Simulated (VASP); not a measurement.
Here is a VASP 6.6.1 calculation.

The input INCAR:

```
PREC = Accurate ; ENCUT = 520
EDIFF = 1E-6 ; ISMEAR = -1
SIGMA = 0.1 ; LREAL = False
LASPH = True ; NELM = 100
ALGO = Normal ; ISIF = 2
LWAVE = False ; LCHARG = False
GGA = PE ; NBANDS = 11
```

The input KPOINTS:

```
regular mesh
0
Gamma
  18 18 18
```

The input POSCAR:

```
Hf
1.0
    2.8374169520      0.0000000000      0.0000000000
    0.0000000000      2.8374169520      0.0000000000
    0.0000000000      0.0000000000      2.8374169520
Hf
1
Direct
    0.0000000000      0.0000000000      0.0000000000
```

Potentials or basis: VASP PAW PBE potentials, release 64 (Hf_pv).

Command:

```console
$ cat potpaw_PBE.64/Hf_pv/POTCAR > POTCAR
$ mpirun -np 1 vasp_std > vasp.out
```

(1) Predict the pressure.

(2) What does it give for the band gap on the k mesh?

Results:

(1) 6.6 GPa.

(2) zero (bands 5 and 6 overlap by 2.54 eV).

Caveat: the cell stands under pressure; spin-orbit coupling is left out, which moves the levels of the heavy elements.
